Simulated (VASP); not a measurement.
Here is a VASP 6.6.1 calculation.

INCAR

```
PREC = Accurate ; ENCUT = 520
EDIFF = 1E-7 ; ISMEAR = 0
SIGMA = 0.15 ; LREAL = False
LASPH = True ; NELM = 60
ALGO = Fast ; ISIF = 2
LWAVE = False ; LCHARG = False
GGA = PE ; NBANDS = 10
```

Contents of KPOINTS:

```
regular mesh
0
Gamma
  22 22 22
```

Contents of POSCAR:

```
Ir
1.0
    0.0000000000      2.0374095884      1.7458562763
    2.0374095884      0.0000000000      1.7458562763
    2.0374095884      2.0374095884      0.0000000000
Ir
1
Direct
    0.0000000000      0.0000000000      0.0000000000
```

Potentials or basis: VASP PAW PBE potentials, release 64 (Ir).

Command:

```console
$ cat potpaw_PBE.64/Ir/POTCAR > POTCAR
$ mpirun -np 1 vasp_std > vasp.out
```

(1) Estimate the pressure.

(2) Estimate the band gap on the k mesh.

Results:

(1) 5.1 GPa.

(2) zero (an odd number of electrons rules out a gap without spin polarisation).

Caveat: the cell stands under pressure; spin-orbit coupling is left out, which moves the levels of the heavy elements.
